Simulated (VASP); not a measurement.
InGa2N3:

```xyz
12
Lattice="-3.2728 3.2944 -0.0066 3.2613 3.2829 0.0513 1.5744 -1.6951 -6.9028" Properties=species:S:1:pos:R:3 pbc="T T T"
In    0.0227   -0.0021   -0.0896
In   -0.1177    3.3369   -0.1206
Ga    3.2401    3.3722   -4.4007
Ga   -0.0798    3.2283   -4.4201
Ga    1.5501    4.8559   -2.3985
Ga    1.4246    1.7372   -2.2862
N    -0.0362    1.7232   -3.3767
N    -0.0447    4.8704   -3.3089
N    -1.5066    3.3158   -1.1978
N     1.6691    3.2516   -1.2697
N     1.6941   -0.1359   -5.6670
N     1.6174    3.0760   -5.6841
```

| Quantity | Value |
| --- | --- |
| Program | VASP 6.6.1 |
| Task | relaxation of cell and atoms |
| Functional | PBE |
| Potentials or basis | VASP PAW PBE potentials, release 64 (In_d, Ga_d, N) |
| Cutoff | 600 eV |
| k mesh | 4 × 4 × 4 |
| Occupations | gaussian, width 0.1 eV |
| Spin | no spin polarisation |

At the start: pressure 17.1 GPa; volume 12.37 Å³/atom.

Q: Where does the relaxation end?

A: Over 22 steps the energy falls by 303.5 meV/atom and the volume is 13.09 Å³/atom (+5.9 %); space group P1 (No. 1, to 0.1 Å) before, I-4m2 (No. 119, to 0.1 Å).

Step by step:
| step | energy change (eV) | largest force (eV/Å) | pressure (GPa) | volume (Å³) |
| --- | --- | --- | --- | --- |
| 1 | 0.0000 | 10.8191 | 17.10 | 148.38 |
| 2 | -1.0440 | 2.3812 | -9.81 | 178.25 |
| 3 | -2.8678 | 2.1397 | -2.20 | 161.03 |
| 4 | -2.8764 | 2.2182 | -1.81 | 160.55 |
| 5 | -2.8813 | 2.3537 | -1.10 | 159.73 |
| 6 | -3.4593 | 0.8507 | -2.09 | 159.57 |
| 7 | -3.4706 | 0.9175 | -2.06 | 159.53 |
| 8 | -3.5936 | 0.3822 | 1.18 | 155.95 |
| 9 | -3.5936 | 0.3805 | 1.26 | 155.92 |
| 10 | -3.6232 | 0.2128 | -0.19 | 157.35 |
| 11 | -3.6240 | 0.2287 | -0.46 | 157.66 |
| 12 | -3.6345 | 0.1199 | -0.13 | 157.27 |
| 13 | -3.6358 | 0.1328 | 0.03 | 157.10 |
| 14 | -3.6401 | 0.0566 | 0.18 | 157.03 |
| 15 | -3.6406 | 0.0717 | 0.17 | 157.00 |
| 16 | -3.6413 | 0.0342 | -0.17 | 157.34 |
| 17 | -3.6413 | 0.0338 | -0.08 | 157.29 |
| 18 | -3.6413 | 0.0316 | -0.18 | 157.31 |
| 19 | -3.6413 | 0.0343 | -0.15 | 157.30 |
| 20 | -3.6415 | 0.0321 | -0.02 | 157.14 |
| 21 | -3.6415 | 0.0324 | 0.01 | 157.14 |
| 22 | -3.6417 | 0.0106 | 0.06 | 157.11 |

Final structure:
```
CELL_PARAMETERS angstrom
-3.32157 3.32148 -0.00099
3.32127 3.32163 -0.00052
1.66027 -1.65914 -7.12020
ATOMIC_POSITIONS crystal
In 0.99986 0.99942 0.00006
In 0.49979 0.49944 0.00005
Ga 0.32711 0.99999 0.65430
Ga 0.82698 0.50004 0.65429
Ga 0.67308 0.00042 0.34562
Ga 0.17310 0.50041 0.34571
N 0.49996 0.25015 0.49994
N 0.99994 0.75018 0.49996
N 0.84706 0.25029 0.19313
N 0.34701 0.75021 0.19317
N 0.15304 0.24972 0.80684
N 0.65307 0.74973 0.80692
```
